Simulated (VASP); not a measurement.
A run of VASP 6.6.1 is set up as follows.

File INCAR:

```
SYSTEM = SiC
PREC = Accurate
ENCUT = 520
EDIFF = 1E-7
ISMEAR = -1
SIGMA = 0.05
LREAL = .FALSE.
LASPH = .TRUE.
NELM = 60
ALGO = Normal
ISIF = 2
LWAVE = .FALSE.
LCHARG = .TRUE.
GGA = PE
LELF = .TRUE.
LVHAR = .TRUE.
NBANDS = 36
```

The input KPOINTS:

```
Automatic mesh
0
G
  10 10 2
  0 0 0
```

Contents of POSCAR:

```
SiC
1.0
    3.0950000000      0.0000000000      0.0000000000
   -1.5475000000      2.6803486247      0.0000000000
    0.0000000000      0.0000000000     15.1700000000
Si C
6 6
Direct
    0.6666666667      0.3333333333      0.4583000000
    0.3333333333      0.6666666667      0.9583000000
    0.6666666667      0.3333333333      0.7917000000
    0.3333333333      0.6666666667      0.2917000000
    0.0000000000      0.0000000000      0.6250000000
    0.0000000000      0.0000000000      0.1250000000
    0.6666666667      0.3333333333      0.3333000000
    0.3333333333      0.6666666667      0.8333000000
    0.6666666667      0.3333333333      0.6667000000
    0.3333333333      0.6666666667      0.1667000000
    0.0000000000      0.0000000000      0.5000000000
    0.0000000000      0.0000000000      0.0000000000
```

Potentials or basis: VASP PAW PBE potentials, release 64 (Si, C).

Command:

```bash
$ cat potpaw_PBE.64/Si/POTCAR potpaw_PBE.64/C/POTCAR > POTCAR
$ mpirun -np 1 vasp_std > vasp.out
```

Problem. Predict the largest force.

Solution. 0.142 eV/Å.

Problem. What does it give for the band gap on the k mesh?

Solution. 2.02 eV (least direct gap 3.12 eV).

Problem. Estimate the pressure.

Solution. 0.2 GPa.

Stress tensor (GPa, compression positive):
```
-0.08  0.00  0.00
 0.00 -0.08  0.00
 0.00  0.00  0.70
```

A k mesh can miss the band edges. A hybrid or GW would open this gap; PBE tends to underestimate it.
